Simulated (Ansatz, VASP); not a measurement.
As in VASP and in Ansatz

Contents of INCAR:

```
SYSTEM = As
ALGO = Normal
DIPOL = 0.5 0.5 0.500
EDIFF = 1E-6
ENCUT = 520
GGA = CA
IDIPOL = 3
ISIF = 2
ISMEAR = 0
LASPH = .TRUE.
LCHARG = .FALSE.
LDIPOL = .TRUE.
LREAL = .FALSE.
LWAVE = .FALSE.
NBANDS = 12
NELM = 60
PREC = Accurate
SIGMA = 0.02
```

The input KPOINTS:

```
k-points
0
G
  9 9 1
  0 0 0
```

Contents of POSCAR:

```
As
1.0
    3.3500000000      0.0000000000      0.0000000000
   -1.6750000000      2.9011851027      0.0000000000
    0.0000000000      0.0000000000     28.0000000000
As
2
Direct
    0.3333333333      0.6666666667      0.5052857143
    0.6666666667      0.3333333333      0.4947142857
```

Input for Ansatz:

```yaml
crystal:
  lattice:
    - [3.35, 0.0, 0.0]
    - [-1.675, 2.9011851027, 0.0]
    - [0.0, 0.0, 28.0]
  atoms:
    - { symbol: As, position: [0.3333333333, 0.6666666667, 0.5052857143] }
    - { symbol: As, position: [0.6666666667, 0.3333333333, 0.4947142857] }
  periodic: [true, true, false]
basis:
  ecutwfc: 420
kpoints:
  mp_grid: { grid: [9, 9, 1] }
hamiltonian:
  xc: lda
scf:
  occupations: { method: gaussian, width: 0.02 }
output:
  forces: true
  stress: true
  eigenvalues: true
```

Alike in both runs: task single point; functional LDA; k mesh 9 × 9 × 1; occupations gaussian, width 0.02 eV; no spin polarisation.

```csv
,VASP,Ansatz
version,VASP 6.6.1,Ansatz 0.2.0
potentials or method,"VASP PAW LDA potentials, release 64 (As), cutoff 520 eV","scalar-relativistic, plane waves, PAW"
valence electrons in the cell,10,30
```

|  | VASP | Ansatz | Ansatz less VASP |
| --- | --- | --- | --- |
| gap on the k mesh at the Fermi level (eV) | none | none | - |
| rms of the force components (eV/Å) | 2.832 | 2.783 | -0.0490 |

LDA's correlation is that of Perdew and Zunger in VASP and of Perdew and Wang (1992) in Ansatz. Atom by atom the forces differ by 0.049 eV/Å (rms over components). A gap of «none» marks a metal or a gap that the smearing closes. VASP's potentials hold 10 valence electrons a cell and Ansatz's 30, so a difference there can come from the potentials and not from the codes.
